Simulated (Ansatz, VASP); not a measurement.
This is a calculation of TiC for VASP 6.6.1.

File INCAR:

```
SYSTEM = TiC
PREC     = Accurate       ! precision mode
ENCUT    = 600            ! plane-wave cutoff, eV
EDIFF    = 1E-7           ! SCF threshold, eV
ISMEAR   = -1             ! smearing method
SIGMA    = 0.05           ! smearing width, eV
LREAL    = .False.        ! projectors in reciprocal space
LASPH    = .True.         ! aspherical terms in the spheres
NELM     = 80             ! most SCF steps
ALGO     = Normal         ! electronic algorithm
ISIF     = 3              ! what is computed and relaxed
LWAVE    = .False.        ! write WAVECAR
LCHARG   = .False.        ! write CHGCAR
GGA      = PE             ! functional
IVDW     = 12             ! dispersion correction
IBRION   = 2              ! ionic algorithm
NSW      = 80             ! ionic steps
EDIFFG   = -0.02          ! ionic threshold
```

File KPOINTS:

```
regular mesh
0
Gamma
  11 11 11
  0 0 0
```

POSCAR

```
TiC
1.0
    0.0000000000      2.1657188437      2.1657188437
    2.1657188437      0.0000000000      2.1657188437
    2.1657188437      2.1657188437      0.0000000000
Ti C
1 1
Direct
    0.0000000000      0.0000000000      0.0000000000
    0.5000000000      0.5000000000      0.5000000000
```

Potentials or basis: VASP PAW PBE potentials, release 64 (Ti_sv, C).

Launch:

```sh
$ cat potpaw_PBE.64/Ti_sv/POTCAR potpaw_PBE.64/C/POTCAR > POTCAR
$ mpirun -np 1 vasp_std > vasp.out
```

Question: Set up the same calculation for Ansatz 0.2.0. Potentials there: all-electron LAPW, scalar-relativistic.

Answer: As run (the cutoff follows the program's own potentials):

File input.yaml:

```yaml
crystal:
  lattice:
    - [0.0, 2.1657188437, 2.1657188437]
    - [2.1657188437, 0.0, 2.1657188437]
    - [2.1657188437, 2.1657188437, 0.0]
  atoms:
    - { symbol: Ti, position: [0.0, 0.0, 0.0] }
    - { symbol: C, position: [0.5, 0.5, 0.5] }
kpoints:
  mp_grid: { grid: [11, 11, 11] }
scf:
  occupations: { method: fermi_dirac, width: 0.05 }
hamiltonian:
  xc: pbe
  dispersion: d3bj
  pseudopotentials: { kind: all_electron, lapw: { basis_error: 0.001 } }
output:
  forces: true
  stress: true
relax:
  f_tol: 0.02
  max_steps: 60
  cell: {}
```

Potentials or basis: all-electron LAPW, scalar-relativistic.

Run with:

```console
$ ansatz run input.yaml --threads 1 --pin off --max-ram 3072MiB --backend cpu --events-out ev --progress --plain --runs-dir out
```

Both were run:

|  | VASP | Ansatz | Ansatz less VASP |
| --- | --- | --- | --- |
| relaxed volume (Å³/atom) | 9.88 | 9.88 | -0.007 |
| relaxed cell length with the largest relative difference (Å) | 3.035 | 3.034 | -0.0007 |

Ansatz ran all-electron here, and VASP with PAW potentials.
